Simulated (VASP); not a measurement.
# Sn (Im-3m) in VASP: further runs, part 2 of 2

VASP 6.6.1. Earlier steps stand in the parts before.

## (4) Single point, PBEsol

This run uses another cell than the first one, of 26.12 Å³/atom, 1.091 times its volume.

The input, INCAR:

```
SYSTEM = Sn
PREC = Accurate ; ENCUT = 520
EDIFF = 1E-6 ; ISMEAR = -1
SIGMA = 0.1 ; LREAL = .False.
LASPH = .True. ; NELM = 80
ALGO = Normal ; ISIF = 2
LWAVE = .False. ; LCHARG = .False.
GGA = PS ; NBANDS = 13
```

The input, KPOINTS:

```
Automatic mesh
0
Gamma
  11 11 11
  0 0 0
```

The input, POSCAR:

```
Sn
1.0
   -1.8690452781      1.8690452781      1.8690452781
    1.8690452781     -1.8690452781      1.8690452781
    1.8690452781      1.8690452781     -1.8690452781
Sn
1
Direct
    0.0000000000      0.0000000000      0.0000000000
```

Potentials or basis: VASP PAW PBE potentials, release 64 (Sn_d).

Launch:

```console
cat potpaw_PBE.64/Sn_d/POTCAR > POTCAR
mpirun -np 1 vasp_std > vasp.out
```

OUTCAR:

```text
SYSTEM = Sn
   PREC = Accurate
   ENCUT = 520
   EDIFF = 1E-6
   ISMEAR = -1
   LREAL = .False.
   LASPH = .True.
   NELM = 80
   ISIF = 2
   GGA = PS

 ion  position               nearest neighbor table
   1  0.000  0.000  0.000-

  LATTYP: Found a body centered cubic cell.
 ALAT       =     3.7380905562

  Lattice vectors:

 A1 = (  -1.8690452781,   1.8690452781,   1.8690452781)
 A2 = (   1.8690452781,  -1.8690452781,   1.8690452781)
 A3 = (   1.8690452781,   1.8690452781,  -1.8690452781)

Analysis of symmetry for initial positions (statically):
=====================================================================
 Subroutine PRICEL returns:
 Original cell was already a primitive cell.

 Routine SETGRP: Setting up the symmetry group for a
 body centered cubic supercell.

 Subroutine GETGRP returns: Found 48 space group operations
 (whereof 48 operations were pure point group operations)
 out of a pool of 48 trial point group operations.

The static configuration has the point symmetry O_h .

Analysis of symmetry for dynamics (positions and initial velocities):
=====================================================================
 Subroutine PRICEL returns:
 Original cell was already a primitive cell.

 Routine SETGRP: Setting up the symmetry group for a
 body centered cubic supercell.

 Subroutine GETGRP returns: Found 48 space group operations
 (whereof 48 operations were pure point group operations)
 out of a pool of 48 trial point group operations.

The dynamic configuration has the point symmetry O_h .

 Subroutine INISYM returns: Found 48 space group operations
 (whereof 48 operations are pure point group operations),
 and found     1 'primitive' translations

----------------------------------------------------------------------------------------

                                     Primitive cell

  volume of cell :      26.1168
[... 106 lines left out ...]
     AMIX     =   0.40;   BMIX     =  1.00
     AMIX_MAG =   1.60;   BMIX_MAG =  1.00
  volume/ion in A,a.u.               =      26.12       176.24
  Fermi-wavevector in a.u.,A,eV,Ry     =   1.329876  2.513101 24.062844  1.768569
  Thomas-Fermi vector in A             =   2.459005
   LORBIT       =      0    0 simple, 1 ext, 2 COOP (PROOUT), +10 PAW based schemes
   GGA     = PS    functional components
   LHFCALC =     F    Hartree Fock is set to
   AEXX    =    0.0000 exact exchange contribution
   IVDW    =     0    specifies the selected vdW correction
   LEPSILON=     F    determine dielectric tensor
   LRPA    =     F    only Hartree local field effects (RPA)
 non-spin polarized calculation
  energy-cutoff  :      520.00
  volume of cell :       26.12
 maximum number of plane-waves:       718
   NGX = 13   NGY = 13   NGZ = 13

 number of electron      13.9999991 magnetization

 Free energy of the ion-electron system (eV)
  ---------------------------------------------------
  ext. energy  EPLUGINS =         0.00000000
  ---------------------------------------------------
  free energy    TOTEN  =        -4.23180183 eV

  energy without entropy =       -4.21128280  energy(sigma->0) =       -4.22154232

 E-fermi :   8.4182     XC(G=0): -10.6931

 val. band max:        8.2760216511   @ k =   0.3636   0.1818   0.0909
 cond. band min:       8.4191400797   @ k =  -0.4545   0.4545   0.3636
 fundamental gap:      0.1431184287
 Fermi energy:         8.4181651675

 k-point     1 :       0.0000    0.0000    0.0000
  band No.  band energies     occupation
      1     -13.0444      2.00000
      2     -13.0444      2.00000
      3     -13.0444      2.00000
      4     -12.8865      2.00000
      5     -12.8865      2.00000
      6      -2.9742      2.00000
      7      16.7482      0.00000
      8      16.7482      0.00000
      9      16.7482      0.00000
     10      20.6241      0.00000
     11      20.6241      0.00000
     12      20.6241      0.00000
     13      21.4743      0.00000
[... 354 lines left out ...]
  band No.  band energies     occupation
      1     -13.0608      2.00000
      2     -12.9883      2.00000
      3     -12.8972      2.00000
      4     -12.8932      2.00000
      5     -12.8569      2.00000
      6       2.6004      2.00000
      7       4.7772      2.00000
      8       8.2760      1.61113
      9      10.6043      0.00000
     10      20.9229      0.00000
     11      22.7680      0.00000
     12      24.1056      0.00000
     13      24.5265      0.00000

 [... further k-points ...]
[... 5 lines left out ...]
  --------------------------------------------------------------------------------------
  -------------------------------------------------------------------------------------
  Total        0.0562289      0.0562289      0.0562289      0.0000000      0.0000000      0.0000000
  in kB        3.4494581      3.4494581      3.4494581      0.0000000      0.0000000      0.0000000
  external PRESSURE =       3.4494581 kB  Pullay stress =       0.0000000 kB

 VOLUME and BASIS-vectors are now :
 -----------------------------------------------------------------------------
  energy-cutoff  :      520.00
  volume of cell :       26.12
      direct lattice vectors                 reciprocal lattice vectors
    -1.869045278  1.869045278  1.869045278     0.000000000  0.267516259  0.267516259
     1.869045278 -1.869045278  1.869045278     0.267516259  0.000000000  0.267516259
     1.869045278  1.869045278 -1.869045278     0.267516259  0.267516259  0.000000000

 POSITION                                       TOTAL-FORCE (eV/Angst)
 -----------------------------------------------------------------------------------
      0.00000      0.00000      0.00000        -0.000000      0.000000     -0.000000
 -----------------------------------------------------------------------------------
    total drift:                               -0.000000      0.000000      0.000000

  FREE ENERGIE OF THE ION-ELECTRON SYSTEM (eV)
  ---------------------------------------------------
  free  energy   TOTEN  =        -4.2318018312 eV

  energy  without entropy=       -4.2112828006  energy(sigma->0) =       -4.22154232
```

OSZICAR:

```text
N       E                     dE             d eps       ncg     rms          rms(c)
DAV:   1     0.807205716396E+02    0.80721E+02   -0.71825E+03  1512   0.162E+03
DAV:   2     0.138447158137E+01   -0.79336E+02   -0.76827E+02  1546   0.341E+02
DAV:   3    -0.413854047038E+01   -0.55230E+01   -0.55010E+01  1724   0.722E+01
DAV:   4    -0.424983051012E+01   -0.11129E+00   -0.11127E+00  1739   0.110E+01
DAV:   5    -0.425372330436E+01   -0.38928E-02   -0.38926E-02  1910   0.197E+00    0.145E+00
DAV:   6    -0.423711816227E+01    0.16605E-01   -0.17283E-02  1821   0.238E+00    0.778E-01
DAV:   7    -0.423211035592E+01    0.50078E-02   -0.93734E-03  1821   0.165E+00    0.125E-01
DAV:   8    -0.423180092889E+01    0.30943E-03   -0.70025E-04  1776   0.455E-01    0.202E-02
DAV:   9    -0.423180142016E+01   -0.49127E-06   -0.12704E-05  1989   0.435E-02    0.115E-02
DAV:  10    -0.423180183117E+01   -0.41101E-06   -0.82121E-07  1246   0.105E-02
   1 F= -.42318018E+01 E0= -.42215423E+01  d E =-.205190E-01
```

Wall time 5.6 s (1 thread of Intel Xeon Platinum 8488C (Sapphire Rapids), shared host); peak memory 0.14 GiB.

Results:

```
Free energy            : -4.2318 eV
Pressure               : 0.3 GPa
Band gap on the k mesh : zero (band 7 reaches 16.75 eV, above the bottom of band 8 at 5.91 eV)
```

Caveat: the PAW data sets were made with another functional, which shifts forces and pressure a little; spin-orbit coupling is left out, which moves the levels of the heavy elements.

## (5) Summary

```tsv
cell	gap on the mesh (eV)	pressure (GPa)
a = 3.145 Å, angles 109.5°, 1 atom	none	6.4
a = 3.192 Å, angles 109.5°, 1 atom	none	3.0
a = 3.237 Å, angles 109.5°, 1 atom	none	0.3
```

Alike in all rows: task single point; level PBEsol; potentials or basis VASP PAW PBE potentials, release 64 (Sn_d); no spin polarisation; k mesh 11 × 11 × 11; cutoff (eV) 520; smearing fermi-dirac 0.1 eV.

Caveats: the PAW data sets were made with another functional, which shifts forces and pressure a little; spin-orbit coupling is left out, which moves the levels of the heavy elements.

Total energies depend on the potentials used, so only differences within one code and one set of settings carry meaning.
